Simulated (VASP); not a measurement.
ZrNb2N3: single point with PBE

The system is ZrNb2N3.

```
Zr Nb N
1.0
     3.07003    0.00000    0.00000
     0.00000    3.07003    0.00000
     0.00000    0.00000    8.09033
Zr Nb N
1 2 3
Direct
  0.00000 0.00000 0.00000
  0.50000 0.00000 0.37584
  0.00000 0.50000 0.62416
  0.50000 0.00000 0.65200
  0.00000 0.50000 0.34800
  0.50000 0.50000 0.00000
```

The cell was built from a structure type or drawn by symmetry, and may not be a known phase.

```
Program             : VASP 6.6.1
Task                : single point
Functional          : PBE
Potentials or basis : VASP PAW PBE potentials, release 64 (Zr_sv, Nb_sv, N)
Cutoff              : 600 eV
k mesh              : 4 × 4 × 2
Occupations         : gaussian, width 0.15 eV
Spin                : no spin polarisation
```

```
Pressure               : -0.3 GPa
Largest force          : 0.056 eV/Å
Band gap on the k mesh : zero (an odd number of electrons rules out a gap without spin polarisation)
```

Forces on the atoms (eV/Å):
```
Zr   0.000  0.000  0.000
Nb   0.000  0.000  0.027
Nb   0.000  0.000 -0.027
N    0.000  0.000 -0.056
N    0.000  0.000  0.056
N    0.000  0.000  0.000
```

Stress tensor (GPa, compression positive):
```
-0.51  0.00  0.00
 0.00 -0.51  0.00
 0.00  0.00  0.27
```

Levels at points of the mesh, in eV from the Fermi level:
```tsv
k point	band 22	band 23	band 24	band 25	band 26	band 27	band 28	band 29	band 30	band 31
(0.00, 0.00, 0.00)	-3.01	-2.50	-2.11	-1.73	-1.65	-1.65	-1.59	-0.51	-0.51	0.64
(0.50, 0.00, 0.00)	-5.65	-4.91	-3.90	-0.67	1.12	1.22	1.38	1.73	1.90	2.33
(0.50, 0.50, 0.00)	-3.71	-3.26	-2.55	-2.55	-2.08	0.00	0.00	2.21	2.44	2.44
(0.00, 0.00, 0.50)	-3.01	-3.01	-2.25	-1.70	-1.61	-1.61	-0.64	-0.64	0.64	0.85
(0.50, 0.00, 0.50)	-5.51	-4.90	-4.24	-0.22	1.15	1.30	1.37	1.82	1.99	2.10
(0.50, 0.50, 0.50)	-3.73	-3.47	-2.40	-2.40	-1.61	-0.69	-0.69	1.03	2.46	3.03
```

It took 41 s on 1 thread of Intel(R) Xeon(R) 6975P-C (Granite Rapids), on a shared host, peak memory 0.23 GiB.

Caveat: the k points lie up to 0.51 Å⁻¹ apart, too coarse for converged energies and pressures of a metal.
